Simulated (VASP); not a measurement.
BeS:

```xyz
2
Lattice="0.0000 2.4343 2.4343 2.4343 0.0000 2.4343 2.4343 2.4343 0.0000" Properties=species:S:1:pos:R:3 pbc="T T T"
Be    0.0000    0.0000    0.0000
S     1.2172    1.2172    1.2172
```

Base run:

* Program: VASP 6.6.1
* Functional: r2SCAN0
* Potentials or basis: VASP PAW PBE potentials, release 64 (Be, S)
* Cutoff: 520 eV
* k mesh: 6 × 6 × 6
* Occupations: gaussian, width 0.01 eV
* Spin: no spin polarisation

Its results: band gap on the k mesh 5.07 eV (least direct gap 7.97 eV); pressure -0.8 GPa.

Q: The run is repeated on the same cell with these changes: functional from r2SCAN0 to HSE06. What comes out?

A: Band gap on the k mesh 4.08 eV (least direct gap 6.87 eV); pressure -1.1 GPa.

Caveats: the PAW data sets were made with another functional, which shifts forces and pressure a little.

A k mesh can miss the band edges.
